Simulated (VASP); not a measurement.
Write the native input for VASP 6.6.1 that does the following.

| Item | Value |
| --- | --- |
| Task | single point |
| Functional | PBE |
| Dispersion | D3(BJ) |
| Potentials or basis | VASP PAW PBE potentials, release 64 (Te, Mo_sv) |
| Cutoff | 520 eV |
| k mesh | 9 × 9 × 4 |
| Occupations | gaussian, width 0.02 eV |
| Spin | no spin polarisation |
| Dipole correction | no |
| Further INCAR settings | ALGO = Normal; EDIFF = 1e-06; NBANDS = 20 |

The structure of Te2Mo lies in POSCAR:

```
Te2Mo
1.0
    3.4951585384      0.0000000000      0.0000000000
   -1.7475792692      3.0268960845      0.0000000000
    0.0000000000      0.0000000000      7.6245617325
Te Mo
2 1
Direct
    0.3333333333      0.6666666667      0.7614146570
    0.3333333333      0.6666666667      0.2385853430
    0.0000000000      0.0000000000      0.0000000000
```

One way to write it, as run:

INCAR

```
PREC = Accurate
ENCUT = 520
EDIFF = 1E-6
ISMEAR = 0
SIGMA = 0.02
LREAL = False
LASPH = True
NELM = 100
ALGO = Normal
ISIF = 2
LWAVE = False
LCHARG = False
GGA = PE
IVDW = 12
NBANDS = 20
```

KPOINTS

```
regular mesh
0
Gamma
  9 9 4
```

Potentials or basis: VASP PAW PBE potentials, release 64 (Te, Mo_sv).

Command:

```console
$ cat potpaw_PBE.64/Te/POTCAR potpaw_PBE.64/Mo_sv/POTCAR > POTCAR
$ mpirun -np 1 vasp_std > vasp.out
```

Results of the run:

The pressure is 0.0 GPa. The largest force is 0.012 eV/Å and the band gap on the k mesh is 0.97 eV, indirect (least direct gap 1.18 eV). The dispersion energy per atom is -0.499 eV.

Caveat: spin-orbit coupling is left out, which moves the levels of the heavy elements.

Run time: 48 s on 1 thread of Intel(R) Xeon(R) Platinum 8259CL CPU @ 2.50GHz (Skylake/Cascade Lake) (shared host), peak memory 0.24 GiB.
